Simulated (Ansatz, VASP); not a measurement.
Two plane-wave programs on NaH

```
Na H
1.0
     3.37675    0.00000    0.00000
    -1.68837    2.92435    0.00000
     0.00000    0.00000   11.48954
Na H
4 4
Cartesian
  1.6884 0.9748 10.0887
  0.0000 1.9496 1.4008
  0.0000 1.9496 4.3440
  1.6884 0.9748 7.1456
  0.0000 0.0000 0.0000
  0.0000 0.0000 5.7448
  1.6884 0.9748 2.8724
  0.0000 1.9496 8.6172
```

Alike in both runs: functional PBE; k mesh 12 × 12 × 2; occupations gaussian, width 0.02 eV; no spin polarisation.

Ansatz relaxed the structure, and its values are those at the end. VASP's run is a single point on that final structure, the one shown.

```csv
,VASP,Ansatz
version,VASP 6.6.1,Ansatz 0.2.0
potentials or method,"VASP PAW PBE potentials, release 64 (Na_pv, H), cutoff 500 eV","scalar-relativistic, plane waves, PAW"
valence electrons in the cell,32,40
```

```tsv
	VASP	Ansatz	Ansatz less VASP
gap on the k mesh at the Fermi level (eV)	3.53	3.53	+0.002
least direct gap on the mesh (eV)	4.17	4.17	+0.001
pressure (GPa)	-0.1	0.0	+0.08
```

The functional is the same, so the differences come from potentials, cutoffs and numerics. VASP's potentials hold 32 valence electrons a cell and Ansatz's 40, so a difference there can come from the potentials and not from the codes.
